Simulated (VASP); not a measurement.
# C in VASP: single point with LDA

Aim: the single point of C with LDA.

All numbers are computed with VASP 6.6.1; they aren't measurements. Logs are shortened: lines on timing, memory, paths and dates and some standing lists are left out, and cuts for length are marked.

**1. The cell of the first run**

The cell holds a slab with vacuum, 2 atoms: a = 2.444 Å, b = 2.444 Å, c = 20.762 Å, α = 90.00°, β = 90.00°, γ = 120.00°.

**2. Single point, LDA**

Input file INCAR:

```
SYSTEM = C
PREC = Accurate
ENCUT = 520
EDIFF = 1E-6
ISMEAR = 0
SIGMA = 0.04
LREAL = .False.
LASPH = .True.
NELM = 120
ALGO = Normal
ISIF = 2
LWAVE = .False.
LCHARG = .False.
LDIPOL = .True.
IDIPOL = 3
DIPOL = 0.5 0.5 0.684
NBANDS = 11
GGA_COMPAT = .False.
NELMDL = -8
```

Input file KPOINTS:

```
regular mesh
0
Gamma
  15 15 1
  0 0 0
```

Input file POSCAR:

```
C
1.0
    2.4444568697      0.0000000000      0.0000000000
   -1.2222284348      2.1169617476      0.0000000000
    0.0000000000      0.0000000000     20.7621810871
C
2
Direct
    0.3333333333      0.6666666667      0.6836674888
    1.0000000000      0.0000000000      0.6837380747
```

Potentials or basis: VASP PAW LDA potentials, release 64 (C).

Command:

```sh
cat potpaw_LDA.64/C/POTCAR > POTCAR
mpirun -np 1 vasp_std > vasp.out
```

OUTCAR:

```text
SYSTEM = C
   PREC = Accurate
   ENCUT = 520
   EDIFF = 1E-6
   ISMEAR = 0
   LREAL = .False.
   LASPH = .True.
   NELM = 120
   ISIF = 2
   NELMDL = -8

 ion  position               nearest neighbor table
   1  0.333  0.667  0.684-   2 1.41   2 1.41   2 1.41
   2  0.000  0.000  0.684-   1 1.41   1 1.41   1 1.41

  LATTYP: Found a hexagonal cell.
 ALAT       =     2.4444568697
 C/A-ratio  =     8.4935763623

  Lattice vectors:

 A1 = (   2.4444568697,   0.0000000000,   0.0000000000)
 A2 = (  -1.2222284348,   2.1169617476,   0.0000000000)
 A3 = (   0.0000000000,   0.0000000000,  20.7621810871)

Analysis of symmetry for initial positions (statically):
=====================================================================
 Subroutine PRICEL returns:
 Original cell was already a primitive cell.

 Routine SETGRP: Setting up the symmetry group for a
 hexagonal supercell.

 Subroutine GETGRP returns: Found 12 space group operations
 (whereof  6 operations were pure point group operations)
 out of a pool of 24 trial point group operations.

The static configuration has the point symmetry C_3v.
 The point group associated with its full space group is D_3d.

Analysis of symmetry for dynamics (positions and initial velocities):
=====================================================================
 Subroutine PRICEL returns:
 Original cell was already a primitive cell.

 Routine SETGRP: Setting up the symmetry group for a
 hexagonal supercell.

 Subroutine GETGRP returns: Found 12 space group operations
 (whereof  6 operations were pure point group operations)
 out of a pool of 24 trial point group operations.

The dynamic configuration has the point symmetry C_3v.
 The point group associated with its full space group is D_3d.

 Subroutine INISYM returns: Found 12 space group operations
 (whereof  6 operations are pure point group operations),
 and found     1 'primitive' translations

----------------------------------------------------------------------------------------

                                     Primitive cell

  volume of cell :     107.4406

  direct lattice vectors                    reciprocal lattice vectors
     2.444456870  0.000000000  0.000000000     0.409088830  0.236187546  0.000000000
    -1.222228435  2.116961748  0.000000000     0.000000000  0.472375092  0.000000000
     0.000000000  0.000000000 20.762181087     0.000000000  0.000000000  0.048164497

  length of vectors
     2.444456870  2.444456870 20.762181087     0.472375092  0.472375092  0.048164497

  position of ions in fractional coordinates (direct lattice)
     0.333333333  0.666666667  0.683667489
     0.000000000  0.000000000  0.683738075

  ion indices of the primitive-cell ions
   primitive index   ion index
                 1           1
                 2           2

----------------------------------------------------------------------------------------

 KPOINTS: regular mesh

Automatic generation of k-mesh.
 Grid dimensions read from file:
 generate k-points for:   15   15    1

 Generating k-lattice:

  Cartesian coordinates                     Fractional coordinates (reciprocal lattice)
     0.027272589  0.015745836  0.000000000     0.066666667  0.000000000  0.000000000
     0.000000000  0.031491673  0.000000000     0.000000000  0.066666667  0.000000000
     0.000000000  0.000000000  0.048164497     0.000000000  0.000000000  1.000000000

  Length of vectors
     0.031491673  0.031491673  0.048164497

  Shift w.r.t. Gamma in fractional coordinates (k-lattice)
     0.000000000  0.000000000  0.000000000

 Subroutine IBZKPT returns following result:
 ===========================================

 Found     27 irreducible k-points:

 Following reciprocal coordinates:
            Coordinates               Weight
  0.000000  0.000000  0.000000      1.000000
  0.066667 -0.000000  0.000000      6.000000
  0.133333 -0.000000  0.000000      6.000000
  0.200000  0.000000  0.000000      6.000000
  0.266667 -0.000000  0.000000      6.000000
  0.333333  0.000000  0.000000      6.000000
[... 16 lines left out ...]
  0.333333  0.200000  0.000000     12.000000
  0.400000  0.200000  0.000000      6.000000
 [... further k-points ...]
   k-points           NKPTS =     27   k-points in BZ     NKDIM =     27   number of bands    NBANDS=     11
   number of dos      NEDOS =    301   number of ions     NIONS =      2
   total plane-waves  NPLWV =  51840
   dimension x,y,z NGX =    18 NGY =   18 NGZ =  160
   dimension x,y,z NGXF=    36 NGYF=   36 NGZF=  320
   ions per type =               2
   NGX,Y,Z   is equivalent  to a cutoff of  12.24, 12.24, 12.81 a.u.
   NGXF,Y,Z  is equivalent  to a cutoff of  24.48, 24.48, 25.62 a.u.
 SYSTEM =  C
   PREC   = accura    normal or accurate (medium, high low for compatibility)
   ISTART =      0    job   : 0-new  1-cont  2-samecut
   ICHARG =      2    charge: 1-file 2-atom 10-const
   ISPIN  =      1    spin polarized calculation?
   LNONCOLLINEAR =      F non collinear calculations
   LSORBIT =      F    spin-orbit coupling
   LASPH  =      T    aspherical Exc in radial PAW
   ENCUT  =  520.0 eV  38.22 Ry    6.18 a.u.   4.55  4.55 38.60*2*pi/ulx,y,z
   NELM   =    120;   NELMIN=  2; NELMDL= -8     # of ELM steps
   EDIFF  = 0.1E-05   stopping-criterion for ELM
   LREAL  =      F    real-space projection
   EDIFFG = 0.1E-04   stopping-criterion for IOM
   NSW    =      0    number of steps for IOM
   IBRION =     -1    ionic relax: 0-MD 1-quasi-New 2-CG
   NFREE  =      0    steps in history (QN), initial steepest desc. (CG)
   ISIF   =      2    stress and relaxation
   ISYM   =      2    0-nonsym 1-usesym 2-fastsym
   POTIM  = 0.5000    time-step for ionic-motion
   TEBEG  =    0.0;   TEEND  =   0.0 temperature during run
   PSTRESS=    0.0 pullay stress
   NELECT =       8.0000    total number of electrons
   NUPDOWN=      -1.0000    fix difference up-down
   EMIN   =  10.00;   EMAX   =-10.00  energy-range for DOS
   EFERMI =   0.00;   METHOD = LEGACY
   ISMEAR =     0;   SIGMA  =   0.04  broadening in eV -4-tet -1-fermi 0-gaus
   EFERMI_NEDOS =   21; number of points for ismear=-14 and -15
   IALGO  =     38    algorithm
   IMIX   =      4    mixing-type and parameters
     AMIX     =   0.40;   BMIX     =  1.00
     AMIX_MAG =   1.60;   BMIX_MAG =  1.00
  volume/ion in A,a.u.               =      53.72       362.52
  Fermi-wavevector in a.u.,A,eV,Ry     =   0.688730  1.301510  6.453901  0.474348
  Thomas-Fermi vector in A             =   1.769613
   LORBIT       =      0    0 simple, 1 ext, 2 COOP (PROOUT), +10 PAW based schemes
   GGA     = CA    functional components
   LHFCALC =     F    Hartree Fock is set to
   AEXX    =    0.0000 exact exchange contribution
   IVDW    =     0    specifies the selected vdW correction
   LEPSILON=     F    determine dielectric tensor
   LRPA    =     F    only Hartree local field effects (RPA)
 non-spin polarized calculation
 Gauss-broadening in eV      SIGMA  =   0.04
  energy-cutoff  :      520.00
  volume of cell :      107.44
 maximum number of plane-waves:      2942
   NGX =  9   NGY =  9   NGZ = 77

 dipolmoment           0.000000      0.000000      0.000001 electrons x Angstroem

 number of electron       7.9999998 magnetization

 dipolmoment           0.000000      0.000000     -0.000010 electrons x Angstroem

 Free energy of the ion-electron system (eV)
  ---------------------------------------------------
  ext. energy  EPLUGINS =         0.00000000
  ---------------------------------------------------
  free energy    TOTEN  =       -20.17281265 eV

  energy without entropy =      -20.17241145  energy(sigma->0) =      -20.17261205

 E-fermi :  -2.9826     XC(G=0):  -2.1709

 val. band max:       -2.9825584733   @ k =   0.3333   0.3333   0.0000
 cond. band min:      -2.9825576840   @ k =   0.3333   0.3333   0.0000
 fundamental gap:      0.0000007893
 Fermi energy:        -2.9825580786

 k-point     1 :       0.0000    0.0000    0.0000
  band No.  band energies     occupation
      1     -22.4913      2.00000
      2     -10.8006      2.00000
      3      -6.0104      2.00000
      4      -6.0104      2.00000
      5       0.3487      0.00000
      6       1.3186      0.00000
      7       1.5199      0.00000
      8       2.4273      0.00000
      9       2.8226      0.00000
     10       4.3392      0.00000
     11       4.9284      0.00000

 k-point     2 :       0.0667   -0.0000    0.0000
  band No.  band energies     occupation
      1     -22.3853      2.00000
      2     -10.6722      2.00000
      3      -6.4278      2.00000
      4      -6.2382      2.00000
      5       0.4925      0.00000
      6       1.4651      0.00000
      7       1.6688      0.00000
      8       2.5747      0.00000
      9       2.9697      0.00000
     10       4.4851      0.00000
     11       5.0678      0.00000

 k-point     3 :       0.1333   -0.0000    0.0000
  band No.  band energies     occupation
      1     -22.0681      2.00000
      2     -10.2891      2.00000
      3      -7.5421      2.00000
      4      -6.8147      2.00000
      5       0.9242      0.00000
      6       1.9041      0.00000
      7       2.1154      0.00000
      8       3.0165      0.00000
      9       3.4111      0.00000
     10       4.9219      0.00000
     11       5.4295      0.00000
[... 267 lines left out ...]
 k-point    23 :       0.3333    0.2000    0.0000
  band No.  band energies     occupation
      1     -17.5051      2.00000
      2     -14.5828      2.00000
      3     -11.7713      2.00000
      4      -5.1850      2.00000
      5      -0.9231      0.00000
      6       7.2997      0.00000
      7       7.8202      0.00000
      8       8.1886      0.00000
      9       8.8142      0.00000
     10       9.2553      0.00000
     11      10.0194      0.00000

 k-point    24 :       0.4000    0.2000    0.0000
  band No.  band energies     occupation
      1     -16.5033      2.00000
      2     -15.6978      2.00000
      3     -11.9003      2.00000
      4      -4.5125      2.00000
      5      -1.6858      0.00000
      6       8.1216      0.00000
      7       8.2445      0.00000
      8       9.0704      0.00000
      9       9.2336      0.00000
     10      10.5397      0.00000
     11      10.8888      0.00000

 [... further k-points ...]

------------------------ aborting loop because EDIFF is reached ----------------------------------------

 vacuum level on the upper side and lower side of the slab       (xc-potential included)        -0.269        -0.270

  FORCE on cell =-STRESS in cart. coord.  units (eV):
  Direction    XX          YY          ZZ          XY          YZ          ZX
  --------------------------------------------------------------------------------------
  -------------------------------------------------------------------------------------
  Total        0.1540202      0.1540202     -0.0142940      0.0000000      0.0000000      0.0000000
  in kB        2.2967823      2.2967823     -0.2131548      0.0000000      0.0000000      0.0000000
  external PRESSURE =       1.4601366 kB  Pullay stress =       0.0000000 kB

 VOLUME and BASIS-vectors are now :
 -----------------------------------------------------------------------------
  energy-cutoff  :      520.00
  volume of cell :      107.44
      direct lattice vectors                 reciprocal lattice vectors
     2.444456870  0.000000000  0.000000000     0.409088830  0.236187546  0.000000000
    -1.222228435  2.116961748  0.000000000     0.000000000  0.472375092  0.000000000
     0.000000000  0.000000000 20.762181087     0.000000000  0.000000000  0.048164497

 POSITION                                       TOTAL-FORCE (eV/Angst)
 -----------------------------------------------------------------------------------
     -0.00000      1.41131     14.19443         0.000000      0.000000      0.025923
      0.00000      0.00000     14.19589        -0.000000      0.000000     -0.025923
 -----------------------------------------------------------------------------------
    total drift:                                0.000000      0.000000     -0.000149

  FREE ENERGIE OF THE ION-ELECTRON SYSTEM (eV)
  ---------------------------------------------------
  free  energy   TOTEN  =       -20.1728126497 eV

  energy  without entropy=      -20.1724114482  energy(sigma->0) =      -20.17261205

 vacuum level on the upper side and lower side of the slab         1.267         1.265
```

Run time: 24 s. Hardware: 1 thread of Intel Xeon Platinum 8488C (Sapphire Rapids), shared host; peak memory 0.18 GiB.

What came out:

```
Free energy            : -20.1728 eV
Largest force          : 0.026 eV/Å
Band gap on the k mesh : zero (filled and empty bands touch)
```

Forces in eV/Å, atoms in the order of the input:
```
C    0.000  0.000  0.026
C    0.000  0.000 -0.026
```
